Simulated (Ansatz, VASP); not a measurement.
**One calculation of LiF, two programs**

File INCAR:

```
PREC     = Accurate       # precision mode
ENCUT    = 520            # plane-wave cutoff, eV
EDIFF    = 1E-8           # SCF threshold, eV
ISMEAR   = 0              # smearing method
SIGMA    = 0.05           # smearing width, eV
LREAL    = F              # projectors in reciprocal space
LASPH    = T              # aspherical terms in the spheres
NELM     = 80             # most SCF steps
ALGO     = Normal         # electronic algorithm
ISIF     = 2              # what is computed and relaxed
LWAVE    = F              # write WAVECAR
LCHARG   = F              # write CHGCAR
GGA      = PE             # functional
LEFG     = T            
NBANDS   = 12             # bands
```

Contents of KPOINTS:

```
Automatic mesh
0
Gamma
  11 11 11
```

POSCAR

```
LiF
1.0
    0.0000000000      2.0140000000      2.0140000000
    2.0140000000      0.0000000000      2.0140000000
    2.0140000000      2.0140000000      0.0000000000
F Li
1 1
Direct
    0.5000000000      0.5000000000      0.5000000000
    0.0000000000      0.0000000000      0.0000000000
```

The input input.yaml:

```yaml
crystal:
  lattice:
    - [0.0, 2.014, 2.014]
    - [2.014, 0.0, 2.014]
    - [2.014, 2.014, 0.0]
  atoms:
    - { symbol: F, position: [0.5, 0.5, 0.5] }
    - { symbol: Li, position: [0.0, 0.0, 0.0] }
hamiltonian:
  xc: pbe
  pseudopotentials: { kind: paw, source: ansatz }
kpoints:
  mp_grid: { grid: [11, 11, 11] }
scf:
  occupations: { method: gaussian, width: 0.05 }
output:
  forces: true
  stress: true
  eigenvalues: true
  efg: {}
```

Alike in both runs: task electric field gradients; functional PBE; k mesh 11 × 11 × 11; occupations gaussian, width 0.05 eV; no spin polarisation.

|  | VASP | Ansatz |
| --- | --- | --- |
| version | VASP 6.6.1 | Ansatz 0.2.0 |
| potentials or method | VASP PAW PBE potentials, release 64 (F, Li_sv) | Ansatz PAW earlier set |
| plane-wave cutoff (eV) | 520 | 1050 |
| valence electrons in the cell | 10 | 10 |

|  | VASP | Ansatz | Ansatz less VASP |
| --- | --- | --- | --- |
| gap on the k mesh at the Fermi level (eV) | 9.09 | 9.07 | -0.018 |
| least direct gap on the mesh (eV) | 9.09 | 9.07 | -0.018 |

Noted on VASP's run: the cutoff is under 1.25 times that of the potentials, so the pressure is a little rough. Noted on Ansatz's run: odd divisions of the mesh miss points on the zone boundary, where band edges often lie, so the gap on the mesh can be too wide.
